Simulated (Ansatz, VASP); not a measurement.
## Two plane-wave programs on C

```
C
1.0
     1.24966    0.72149    3.33840
    -1.24966    0.72149    3.33840
     0.00000   -1.44298    3.33840
C
2
Cartesian
  -0.0610 0.0000 1.6684
  0.0610 0.0000 8.3468
```

Change from the starting cell: mode 5 frozen in at -0.060 Å, equal normal strain along x, y and z +0.0167.

Alike in both runs: task single point; functional PBEsol; dispersion D3(BJ); k mesh 15 × 15 × 15; occupations gaussian, width 0.05 eV; no spin polarisation.

|  | VASP | Ansatz |
| --- | --- | --- |
| version | VASP 6.6.1 | Ansatz 0.2.0 |
| potentials or method | VASP PAW PBE potentials, release 64 (C), cutoff 520 eV | scalar-relativistic, plane waves, PAW |
| valence electrons in the cell | 8 | 8 |

```csv
,VASP,Ansatz,Ansatz less VASP
gap on the k mesh at the Fermi level (eV),0.09,0.09,0.000
least direct gap on the mesh (eV),0.15,0.15,0.000
pressure (GPa),-6.9,-7.4,-0.54
"traceless stress, the component that is largest in VASP (GPa)",-10.22,-9.92,+0.298
rms of the force components (eV/Å),3.459,3.445,-0.0141
```

VASP's potentials were made for PBE, not for PBEsol. Atom by atom the forces differ by 0.014 eV/Å (rms over components).
